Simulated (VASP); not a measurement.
# Ta4Ti (P6/mmm) in VASP: single point with PBE

Aim: the single point of Ta4Ti with PBE.

All numbers are computed with VASP 6.6.1; they aren't measurements. Logs are shortened: lines on timing, memory, paths and dates and some standing lists are left out, and cuts for length are marked.

### 1 The cell of the first run

The structure is hexagonal, space group P6/mmm (No. 191). Conventional cell: a = 8.274 Å, b = 8.274 Å, c = 4.867 Å, α = 90.00°, β = 90.00°, γ = 120.00°. Ti (site symmetry -6m2) has 2 Ta at 2.43 Å within 3.2 Å. Ta (site symmetry m2m) has 5 Ta at 2.54 to 2.87 Å within 3.3 Å. Ta (site symmetry -6m2) has 2 Ti at 2.43 Å and 6 Ta at 2.70 Å within 3.2 Å.

### 2 Single point, PBE

INCAR

```
ALGO = Fast
EDIFF = 1E-7
ENCUT = 520
GGA = PE
ISIF = 2
ISMEAR = 0
LASPH = T
LCHARG = T
LELF = T
LREAL = F
LVHAR = T
LWAVE = F
NBANDS = 67
NELM = 80
PREC = Accurate
SIGMA = 0.1
```

KPOINTS

```
k-points
0
Gamma
  6 6 8
```

POSCAR

```
Ta4Ti
1.0
    8.2743239537      0.0000000000      0.0000000000
   -4.1371619769      7.1657747431      0.0000000000
    0.0000000000      0.0000000000      4.8671553381
Ti Ta
2 8
Direct
    0.3333333333      0.6666666667      0.0000000000
    0.6666666667      0.3333333333      0.0000000000
    0.0000000000      0.3466320641      0.5000000000
    0.6533679359      0.6533679359      0.5000000000
    0.3466320641      0.0000000000      0.5000000000
    0.0000000000      0.6533679359      0.5000000000
    0.3466320641      0.3466320641      0.5000000000
    0.6533679359      0.0000000000      0.5000000000
    0.3333333333      0.6666666667      0.5000000000
    0.6666666667      0.3333333333      0.5000000000
```

Potentials or basis: VASP PAW PBE potentials, release 64 (Ti_sv, Ta_pv).

Launch:

```console
cat potpaw_PBE.64/Ti_sv/POTCAR potpaw_PBE.64/Ta_pv/POTCAR > POTCAR
mpirun -np 1 vasp_std > vasp.out
```

OUTCAR:

```text
EDIFF = 1E-7
   ENCUT = 520
   GGA = PE
   ISIF = 2
   ISMEAR = 0
   LASPH = T
   LREAL = F
   NELM = 80
   PREC = Accurate

 ion  position               nearest neighbor table
   1  0.333  0.667  0.000-   9 2.43   9 2.43
   2  0.667  0.333  0.000-  10 2.43  10 2.43
   3  0.000  0.347  0.500-   6 2.54  10 2.70   9 2.70   7 2.87   8 2.87
   4  0.653  0.653  0.500-   7 2.54   9 2.70  10 2.70   6 2.87   8 2.87
   5  0.347  0.000  0.500-   8 2.54   9 2.70  10 2.70   6 2.87   7 2.87
   6  0.000  0.653  0.500-   3 2.54   9 2.70  10 2.70   4 2.87   5 2.87
   7  0.347  0.347  0.500-   4 2.54  10 2.70   9 2.70   3 2.87   5 2.87
   8  0.653  0.000  0.500-   5 2.54  10 2.70   9 2.70   3 2.87   4 2.87
   9  0.333  0.667  0.500-   1 2.43   1 2.43   6 2.70   5 2.70   3 2.70   8 2.70   4 2.70   7 2.70

  10  0.667  0.333  0.500-   2 2.43   2 2.43   3 2.70   8 2.70   6 2.70   5 2.70   7 2.70   4 2.70

  LATTYP: Found a hexagonal cell.
 ALAT       =     8.2743239537
 C/A-ratio  =     0.5882239281

  Lattice vectors:

 A1 = (   8.2743239537,   0.0000000000,   0.0000000000)
 A2 = (  -4.1371619769,   7.1657747431,   0.0000000000)
 A3 = (   0.0000000000,   0.0000000000,   4.8671553381)

Analysis of symmetry for initial positions (statically):
=====================================================================
 Subroutine PRICEL returns:
 Original cell was already a primitive cell.

 Routine SETGRP: Setting up the symmetry group for a
 hexagonal supercell.

 Subroutine GETGRP returns: Found 24 space group operations
 (whereof 24 operations were pure point group operations)
 out of a pool of 24 trial point group operations.

The static configuration has the point symmetry D_6h.

Analysis of symmetry for dynamics (positions and initial velocities):
=====================================================================
 Subroutine PRICEL returns:
 Original cell was already a primitive cell.

 Routine SETGRP: Setting up the symmetry group for a
 hexagonal supercell.

 Subroutine GETGRP returns: Found 24 space group operations
 (whereof 24 operations were pure point group operations)
 out of a pool of 24 trial point group operations.

The dynamic configuration has the point symmetry D_6h.

 Subroutine INISYM returns: Found 24 space group operations
 (whereof 24 operations are pure point group operations),
 and found     1 'primitive' translations

----------------------------------------------------------------------------------------

                                     Primitive cell

  volume of cell :     288.5831

  direct lattice vectors                    reciprocal lattice vectors
     8.274323954  0.000000000  0.000000000     0.120855795  0.069776126  0.000000000
    -4.137161977  7.165774743  0.000000000     0.000000000  0.139552252  0.000000000
     0.000000000  0.000000000  4.867155338     0.000000000  0.000000000  0.205458822

  length of vectors
     8.274323954  8.274323954  4.867155338     0.139552252  0.139552252  0.205458822

  position of ions in fractional coordinates (direct lattice)
     0.333333333  0.666666667  0.000000000
     0.666666667  0.333333333  0.000000000
     0.000000000  0.346632064  0.500000000
     0.653367936  0.653367936  0.500000000
     0.346632064  0.000000000  0.500000000
     0.000000000  0.653367936  0.500000000
     0.346632064  0.346632064  0.500000000
     0.653367936  0.000000000  0.500000000
     0.333333333  0.666666667  0.500000000
     0.666666667  0.333333333  0.500000000

  ion indices of the primitive-cell ions
   primitive index   ion index
                 1           1
                 2           2
                 3           3
                 4           4
                 5           5
                 6           6
                 7           7
                 8           8
                 9           9
                10          10

----------------------------------------------------------------------------------------

 KPOINTS: k-points

Automatic generation of k-mesh.
 Grid dimensions read from file:
 generate k-points for:    6    6    8

 Generating k-lattice:

  Cartesian coordinates                     Fractional coordinates (reciprocal lattice)
     0.020142633  0.011629354  0.000000000     0.166666667  0.000000000  0.000000000
     0.000000000  0.023258709  0.000000000     0.000000000  0.166666667  0.000000000
     0.000000000  0.000000000  0.025682353     0.000000000  0.000000000  0.125000000

  Length of vectors
     0.023258709  0.023258709  0.025682353

  Shift w.r.t. Gamma in fractional coordinates (k-lattice)
     0.000000000  0.000000000  0.000000000

 Subroutine IBZKPT returns following result:
 ===========================================

 Found     35 irreducible k-points:

 Following reciprocal coordinates:
            Coordinates               Weight
  0.000000  0.000000  0.000000      1.000000
  0.166667  0.000000  0.000000      6.000000
  0.333333 -0.000000  0.000000      6.000000
  0.500000  0.000000  0.000000      3.000000
  0.166667  0.166667  0.000000      6.000000
  0.333333  0.166667  0.000000     12.000000
[... 16 lines left out ...]
  0.166667  0.000000  0.375000     12.000000
  0.333333 -0.000000  0.375000     12.000000
 [... further k-points ...]
   k-points           NKPTS =     35   k-points in BZ     NKDIM =     35   number of bands    NBANDS=     67
   number of dos      NEDOS =    301   number of ions     NIONS =     10
   total plane-waves  NPLWV = 147456
   dimension x,y,z NGX =    64 NGY =   64 NGZ =   36
   dimension x,y,z NGXF=   128 NGYF=  128 NGZF=   72
   ions per type =               2   8
   NGX,Y,Z   is equivalent  to a cutoff of  12.86, 12.86, 12.30 a.u.
   NGXF,Y,Z  is equivalent  to a cutoff of  25.72, 25.72, 24.59 a.u.
 SYSTEM =  unknown system
   PREC   = accura    normal or accurate (medium, high low for compatibility)
   ISTART =      0    job   : 0-new  1-cont  2-samecut
   ICHARG =      2    charge: 1-file 2-atom 10-const
   ISPIN  =      1    spin polarized calculation?
   LNONCOLLINEAR =      F non collinear calculations
   LSORBIT =      F    spin-orbit coupling
   LASPH  =      T    aspherical Exc in radial PAW
   ENCUT  =  520.0 eV  38.22 Ry    6.18 a.u.  15.38 15.38  9.05*2*pi/ulx,y,z
   NELM   =     80;   NELMIN=  2; NELMDL= -5     # of ELM steps
   EDIFF  = 0.1E-06   stopping-criterion for ELM
   LREAL  =      F    real-space projection
   EDIFFG = 0.1E-05   stopping-criterion for IOM
   NSW    =      0    number of steps for IOM
   IBRION =     -1    ionic relax: 0-MD 1-quasi-New 2-CG
   NFREE  =      0    steps in history (QN), initial steepest desc. (CG)
   ISIF   =      2    stress and relaxation
   ISYM   =      2    0-nonsym 1-usesym 2-fastsym
   POTIM  = 0.5000    time-step for ionic-motion
   TEBEG  =    0.0;   TEEND  =   0.0 temperature during run
   PSTRESS=    0.0 pullay stress
   NELECT =     112.0000    total number of electrons
   NUPDOWN=      -1.0000    fix difference up-down
   EMIN   =  10.00;   EMAX   =-10.00  energy-range for DOS
   EFERMI =   0.00;   METHOD = LEGACY
   ISMEAR =     0;   SIGMA  =   0.10  broadening in eV -4-tet -1-fermi 0-gaus
   EFERMI_NEDOS =   21; number of points for ismear=-14 and -15
   IALGO  =     68    algorithm
   IMIX   =      4    mixing-type and parameters
     AMIX     =   0.40;   BMIX     =  1.00
     AMIX_MAG =   1.60;   BMIX_MAG =  1.00
  volume/ion in A,a.u.               =      28.86       194.75
  Fermi-wavevector in a.u.,A,eV,Ry     =   1.194145  2.256608 19.401680  1.425983
  Thomas-Fermi vector in A             =   2.330143
   LORBIT       =      0    0 simple, 1 ext, 2 COOP (PROOUT), +10 PAW based schemes
   GGA     = PE    functional components
   LHFCALC =     F    Hartree Fock is set to
   AEXX    =    0.0000 exact exchange contribution
   IVDW    =     0    specifies the selected vdW correction
   LEPSILON=     F    determine dielectric tensor
   LRPA    =     F    only Hartree local field effects (RPA)
 non-spin polarized calculation
 RMM-DIIS sequential band-by-band and
 Gauss-broadening in eV      SIGMA  =   0.10
  energy-cutoff  :      520.00
  volume of cell :      288.58
 maximum number of plane-waves:      7842
 NGX is ok and might be reduce to    64
   NGX = 31   NGY = 31   NGZ = 19

 number of electron     112.0000014 magnetization

 Free energy of the ion-electron system (eV)
  ---------------------------------------------------
  ext. energy  EPLUGINS =         0.00000000
  ---------------------------------------------------
  free energy    TOTEN  =       -92.54428401 eV

  energy without entropy =      -92.48986352  energy(sigma->0) =      -92.51707377

 E-fermi :   2.5591     XC(G=0):  -9.5376

 val. band max:        2.5584646788   @ k =   0.5000   0.0000   0.0000
 cond. band min:       2.5636957668   @ k =   0.5000   0.0000   0.0000
 fundamental gap:      0.0052310880
 Fermi energy:         2.5590604230

 k-point     1 :       0.0000    0.0000    0.0000
  band No.  band energies     occupation
      1     -54.7220      2.00000
      2     -54.7219      2.00000
      3     -32.5436      2.00000
      4     -32.4750      2.00000
      5     -32.4750      2.00000
      6     -32.2304      2.00000
[... 59 lines left out ...]
     66       4.2275      0.00000
     67       4.5195      0.00000

 k-point     2 :       0.1667    0.0000    0.0000
  band No.  band energies     occupation
      1     -54.7220      2.00000
      2     -54.7219      2.00000
      3     -32.5552      2.00000
      4     -32.5046      2.00000
      5     -32.4774      2.00000
      6     -32.2903      2.00000
[... 1529 lines left out ...]
     66       3.9202      0.00000
     67       4.0890      0.00000

 k-point    24 :       0.3333   -0.0000    0.3750
  band No.  band energies     occupation
      1     -54.7249      2.00000
      2     -54.7249      2.00000
      3     -32.5810      2.00000
      4     -32.5507      2.00000
      5     -32.4805      2.00000
      6     -32.3461      2.00000
[... 59 lines left out ...]
     66       3.8575      0.00000
     67       4.1820      0.00000

 [... further k-points ...]

------------------------ aborting loop because EDIFF is reached ----------------------------------------

  FORCE on cell =-STRESS in cart. coord.  units (eV):
  Direction    XX          YY          ZZ          XY          YZ          ZX
  --------------------------------------------------------------------------------------
  -------------------------------------------------------------------------------------
  Total        0.2235211      0.2235211      0.1953953     -0.0000000     -0.0000000      0.0000000
  in kB        1.2409613      1.2409613      1.0848103     -0.0000000     -0.0000000      0.0000000
  external PRESSURE =       1.1889110 kB  Pullay stress =       0.0000000 kB

 VOLUME and BASIS-vectors are now :
 -----------------------------------------------------------------------------
  energy-cutoff  :      520.00
  volume of cell :      288.58
      direct lattice vectors                 reciprocal lattice vectors
     8.274323954  0.000000000  0.000000000     0.120855795  0.069776126  0.000000000
    -4.137161977  7.165774743  0.000000000     0.000000000  0.139552252  0.000000000
     0.000000000  0.000000000  4.867155338     0.000000000  0.000000000  0.205458822

 POSITION                                       TOTAL-FORCE (eV/Angst)
 -----------------------------------------------------------------------------------
     -0.00000      4.77718      0.00000         0.000000      0.000000      0.000000
      4.13716      2.38859      0.00000         0.000000      0.000000      0.000000
     -1.43407      2.48389      2.43358         0.006231     -0.010792     -0.000000
      2.70309      4.68189      2.43358         0.006231      0.010792     -0.000000
      2.86815      0.00000      2.43358        -0.012462     -0.000000     -0.000000
     -2.70309      4.68189      2.43358        -0.006231      0.010792     -0.000000
      1.43407      2.48389      2.43358        -0.006231     -0.010792      0.000000
      5.40618      0.00000      2.43358         0.012462      0.000000      0.000000
     -0.00000      4.77718      2.43358         0.000000      0.000000      0.000000
      4.13716      2.38859      2.43358         0.000000      0.000000      0.000000
 -----------------------------------------------------------------------------------
    total drift:                               -0.000000      0.000000     -0.000000

  FREE ENERGIE OF THE ION-ELECTRON SYSTEM (eV)
  ---------------------------------------------------
  free  energy   TOTEN  =       -92.5442840080 eV

  energy  without entropy=      -92.4898635244  energy(sigma->0) =      -92.51707377
```

Wall time 34 min (1 thread of Intel Xeon 6975P-C (Granite Rapids), shared host); peak memory 0.71 GiB.

Results:

```yaml
Free_energy: -92.5443 eV
Pressure: 0.1 GPa
Largest_force: 0.012 eV/Å
Band_gap_on_the_k_mesh: zero (bands 56 and 57 overlap by 0.57 eV)
```

Forces in eV/Å, atoms in the order of the input:
```
Ti   0.000  0.000  0.000
Ti   0.000  0.000  0.000
Ta   0.006 -0.011  0.000
Ta   0.006  0.011  0.000
Ta  -0.012  0.000  0.000
Ta  -0.006  0.011  0.000
Ta  -0.006 -0.011  0.000
Ta   0.012  0.000  0.000
Ta   0.000  0.000  0.000
Ta   0.000  0.000  0.000
```

Caveat: spin-orbit coupling is left out, which moves the levels of the heavy elements.
